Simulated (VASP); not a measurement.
A run of VASP 6.6.1:

The input INCAR:

```
SYSTEM = Ba
PREC = Accurate
ENCUT = 520
EDIFF = 1E-7
ISMEAR = 0
SIGMA = 0.1
LREAL = .False.
LASPH = .True.
NELM = 100
ALGO = Normal
ISIF = 2
LWAVE = .False.
LCHARG = .False.
GGA = PE
NBANDS = 22
```

File KPOINTS:

```
regular mesh
0
Gamma
  3 3 4
  0 0 0
```

File POSCAR:

```
Ba
1.0
    5.8461542144      0.0000000029      0.0000000000
   -2.9230771097      5.0629180627      0.0000000000
    0.0000000000      0.0000000000      7.6675188810
Ba
3
Direct
    0.0000000000      0.0000000000      0.0000000000
    0.0000000000      0.0000000000      0.5000000000
    0.6666666667      0.3333333333      0.5000000000
```

Potentials or basis: VASP PAW PBE potentials, release 64 (Ba_sv).

The run is started by

```console
$ cat potpaw_PBE.64/Ba_sv/POTCAR > POTCAR
$ mpirun -np 1 vasp_std > vasp.out
```

Hardware: 1 thread of AMD EPYC 9R45 96-Core Processor (Zen 5), with other jobs on the host.

Problem. Estimate the wall time of this run.

Solution. It took 42 s on 1 thread of AMD EPYC 9R45 96-Core Processor (Zen 5) (shared host), peak memory 0.32 GiB. Counts: scf iterations 17, k points 9.
